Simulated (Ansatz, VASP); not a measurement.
# Two plane-wave programs on Sb

```
Sb
1.0
     3.31353    0.00000    0.00000
    -1.65676    2.86960    0.00000
     0.00000    0.00000   26.82190
Sb
5
Direct
  0.83333 0.16667 0.29948
  0.16667 0.83333 0.39536
  0.50000 0.50000 0.50000
  0.83333 0.16667 0.60464
  0.16667 0.83333 0.70052
```

Alike in both runs: task single point; functional LDA; k mesh 14 × 14 × 1; occupations fermi-dirac, width 0.05 eV; no spin polarisation.

|  | VASP | Ansatz |
| --- | --- | --- |
| version | VASP 6.6.1 | Ansatz 0.2.0 |
| potentials or method | VASP PAW LDA potentials, release 64 (Sb) | PAW with Ansatz's default frozen-core files, scalar-relativistic |
| plane-wave cutoff (eV) | 520 | 420 |
| valence electrons in the cell | 25 | 75 |

|  | VASP | Ansatz | Ansatz less VASP |
| --- | --- | --- | --- |
| rms of the force components (eV/Å) | 0.015 | 0.004 | -0.0106 |

LDA's correlation is that of Perdew and Zunger in VASP and of Perdew and Wang (1992) in Ansatz. Atom by atom the forces differ by 0.011 eV/Å (rms over components). VASP's potentials hold 25 valence electrons a cell and Ansatz's 75, so a difference there can come from the potentials and not from the codes.

Neither program's run includes spin-orbit coupling.
